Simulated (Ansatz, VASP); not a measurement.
AlN in VASP and in Ansatz

```
Al N
1.0
     5.32911    0.00000    0.00000
     0.00000    5.32911    0.00000
     0.00000    0.00000    3.12184
Al N
4 4
Direct
  0.67699 0.67699 0.00000
  0.17699 0.82301 0.50000
  0.82301 0.17699 0.50000
  0.32301 0.32301 0.00000
  0.81542 0.81542 0.50000
  0.18458 0.18458 0.50000
  0.68458 0.31542 0.00000
  0.31542 0.68458 0.00000
```

Alike in both runs: task single point; functional PBE; k mesh 4 × 4 × 6; occupations gaussian, width 0.1 eV; no spin polarisation.

|  | VASP | Ansatz |
| --- | --- | --- |
| version | VASP 6.6.1 | Ansatz 0.2.0 |
| potentials or method | VASP PAW PBE potentials, release 64 (Al, N), cutoff 520 eV | scalar-relativistic, plane waves, PAW |
| valence electrons in the cell | 32 | 32 |

Ansatz gave:

| Property | Result |
| --- | --- |
| gap on the k mesh at the Fermi level (eV) | 3.74 |
| least direct gap on the mesh (eV) | 3.74 |
| pressure (GPa) | 0.0 |

Q: Which values does VASP return?

A: gap on the k mesh at the Fermi level (eV): 3.75; least direct gap on the mesh (eV): 3.75; pressure (GPa): -0.2.
